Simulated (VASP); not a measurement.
Runs of VASP 6.6.1 on Se. The structure is that of space group P6_3/mmc (No. 194), or close to it. The cells are those of the table. 

```csv
task,cell,k mesh,cutoff (eV),gap on the mesh (eV),pressure (GPa),relaxed volume (Å³/atom),largest force (eV/Å)
relaxation of cell and atoms,"relaxed from a = 4.219, b = 4.219, c = 6.962 Å, angles 90.0, 90.0, 120.0°, 4 atoms",6 × 6 × 4,600,-,0.0,37.80,0.02
relaxation of cell and atoms,"relaxed from a = 3.732, b = 3.732, c = 7.370 Å, angles 90.0, 90.0, 120.0°, 4 atoms",6 × 6 × 4,600,none,0.0,(b),-
single point,"a = 3.732, b = 3.732, c = 7.370 Å, angles 90.0, 90.0, 120.0°, 4 atoms",6 × 6 × 4,520,none,-0.3,-,-
single point,"a = 3.732, b = 3.732, c = 7.370 Å, angles 90.0, 90.0, 120.0°, 4 atoms",6 × 6 × 2,520,none,-0.1,-,-
relaxation of cell and atoms,"relaxed from a = 3.432, b = 3.432, c = 11.068 Å, angles 90.0, 90.0, 120.0°, 4 atoms",6 × 6 × 2,600,none,-0.1,(c),-
relaxation of cell and atoms,"relaxed from a = 3.640, b = 3.640, c = 9.913 Å, angles 90.0, 90.0, 120.0°, 4 atoms",6 × 6 × 2,600,-,-0.1,25.19,-
single point,"a = 3.640, b = 3.640, c = 9.913 Å, angles 90.0, 90.0, 120.0°, 4 atoms",6 × 6 × 2,520,none,(a),-,-
single point,"a = 3.756, b = 3.756, c = 7.300 Å, angles 90.0, 90.0, 120.0°, 4 atoms",15 × 15 × 6,520,none,-0.1,-,-
single point,"a = 4.315, b = 4.315, c = 9.448 Å, angles 90.0, 90.0, 120.0°, 4 atoms",12 × 12 × 6,520,none,0.0,-,-
single point,"a = 4.219, b = 4.219, c = 6.962 Å, angles 90.0, 90.0, 120.0°, 4 atoms",6 × 6 × 4,520,none,8.7,-,0.85
single point,"a = 4.286, b = 4.286, c = 9.095 Å, angles 90.0, 90.0, 120.0°, 4 atoms",6 × 6 × 4,520,none,0.1,-,-
```

Alike in all rows: level r2SCAN; potentials or basis VASP PAW PBE potentials, release 64 (Se); no spin polarisation; smearing gaussian 0.1 eV.

Question: Fill in the values left out.

Answer: (a) 48.1; (b) 22.12; (c) 22.22.

Caveats: some runs use coarse meshes; the PAW data sets were made with another functional, which shifts forces and pressure a little; the volume moved by over 15 % at a fixed basis, so the end points are rough (some runs); the bands computed are all filled at some k points, so no gap is given (some runs).

A k mesh can miss the band edges, and the runs leave out spin-orbit coupling on Se.

A gap of «none» marks levels without a gap at the run's occupations.
